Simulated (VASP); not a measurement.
A run of VASP 6.6.1 is set up as follows.

File INCAR:

```
SYSTEM = BAs
PREC     = Accurate       ! precision mode
ENCUT    = 520            ! plane-wave cutoff, eV
EDIFF    = 1E-8           ! SCF threshold, eV
ISMEAR   = -1             ! smearing method
SIGMA    = 0.03           ! smearing width, eV
LREAL    = .FALSE.        ! projectors in reciprocal space
LASPH    = .TRUE.         ! aspherical terms in the spheres
NELM     = 60             ! most SCF steps
ALGO     = Normal         ! electronic algorithm
ISIF     = 2              ! what is computed and relaxed
LWAVE    = .FALSE.        ! write WAVECAR
LCHARG   = .FALSE.        ! write CHGCAR
LEFG     = .TRUE.       
NBANDS   = 11             ! bands
```

The input KPOINTS:

```
regular mesh
0
G
  15 15 15
  0 0 0
```

The input POSCAR:

```
BAs
1.0
    0.0000000000      2.3724693156      2.3724693156
    2.3724693156      0.0000000000      2.3724693156
    2.3724693156      2.3724693156      0.0000000000
B As
1 1
Direct
    0.0000000000      0.0000000000      0.0000000000
    0.7500000000      0.7500000000      0.7500000000
```

Potentials or basis: VASP PAW LDA potentials, release 64 (B, As).

Run with:

```console
$ cat potpaw_LDA.64/B/POTCAR potpaw_LDA.64/As/POTCAR > POTCAR
$ mpirun -np 1 vasp_std > vasp.out
```

Q: Predict the band gap on the k mesh.

A: 1.10 eV, indirect (least direct gap 3.28 eV).

Q: Predict the pressure.

A: -0.2 GPa.

Caveat: without QUAD_EFG the Cq values of the log hold for a quadrupole moment of 1 mb, not for the nuclei. A k mesh can miss the band edges.
